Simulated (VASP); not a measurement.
# BaS: single point with r2SCAN

Crystal: BaS.

```
Ba S
1.0
     3.22876    3.22876    0.00000
    -3.22876    3.22876    0.00000
     0.00000    3.22876    3.20667
Ba S
1 1
Direct
  0.00000 0.00000 0.00000
  0.50000 0.50000 0.00000
```

This cell differs from its parent crystal: in-plane strain +0.005, then relaxed in part.

```yaml
Program: VASP 6.6.1
Task: single point
Functional: r2SCAN
Potentials_or_basis: VASP PAW PBE potentials, release 64 (Ba_sv, S)
Cutoff: 520 eV
k_mesh: 6 × 6 × 6
Occupations: gaussian, width 0.01 eV
Spin: no spin polarisation
Dipole_correction: no
Further_INCAR_settings: ALGO = Normal; EDIFF = 1e-07; NBANDS = 15
```

```json
{
 "Pressure": "0.2 GPa",
 "Band gap on the k mesh": "2.49 eV (least direct gap 2.64 eV)"
}
```

Stress tensor (GPa, compression positive):
```
-0.01  0.00  0.00
 0.00 -0.01  0.00
 0.00  0.00  0.57
```

Levels at points of the mesh, in eV from the valence-band top:
```tsv
k point	band 6	band 7	band 8	band 9	band 10	band 11
(0.00, 0.00, 0.00)	-0.02	-0.02	0.00	4.07	4.27	4.27
(0.50, 0.00, 0.00)	-1.88	-1.05	-1.05	5.93	6.04	6.73
(0.50, 0.50, 0.00)	-0.58	-0.17	-0.15	2.49	6.42	6.56
(0.00, 0.00, 0.50)	-0.54	-0.17	-0.17	2.49	6.45	6.55
```

It took 100 s on 1 thread of AMD EPYC 9R45 96-Core Processor (Zen 5) (shared host), peak memory 0.2 GiB.

Caveat: the cell differs from its parent crystal (in-plane strain +0.005, then relaxed in part); the PAW data sets were made with another functional, which shifts forces and pressure a little; spin-orbit coupling is left out, which moves the levels of the heavy elements. A k mesh can miss the band edges.
